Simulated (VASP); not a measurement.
Runs of VASP 6.6.1 on Ta. The structure is that of space group Im-3m (No. 229), or close to it. The cells are those of the table. 

```csv
task,cell,k mesh,cutoff (eV),smearing,gap on the mesh (eV),pressure (GPa),relaxed volume (Å³/atom)
single point,"a = 2.812 Å, angles 109.5°, 1 atom",8 × 8 × 8,520,gaussian 0.1 eV,none,(a),-
relaxation of cell and atoms,"relaxed from a = 2.812 Å, angles 109.5°, 1 atom",16 × 16 × 16,600,gaussian 0.1 eV,none,0.0,17.27
single point,"a = 2.819 Å, angles 109.5°, 1 atom",16 × 16 × 16,520,fermi-dirac 0.15 eV,none,0.9,-
relaxation of cell and atoms,"relaxed from a = 2.817 Å, angles 109.5°, 1 atom",16 × 16 × 16,600,fermi-dirac 0.15 eV,none,0.0,17.32
```

Alike in all rows: level LDA; potentials or basis VASP PAW LDA potentials, release 64 (Ta_pv); no spin polarisation.

**Question.** Fill in the values left out.

**Answer.** (a) 1.0.

Caveats: spin-orbit coupling is left out, which moves the levels of the heavy elements.

A k mesh can miss the band edges, and the runs leave out spin-orbit coupling on Ta.

A gap of «none» marks levels without a gap at the run's occupations.
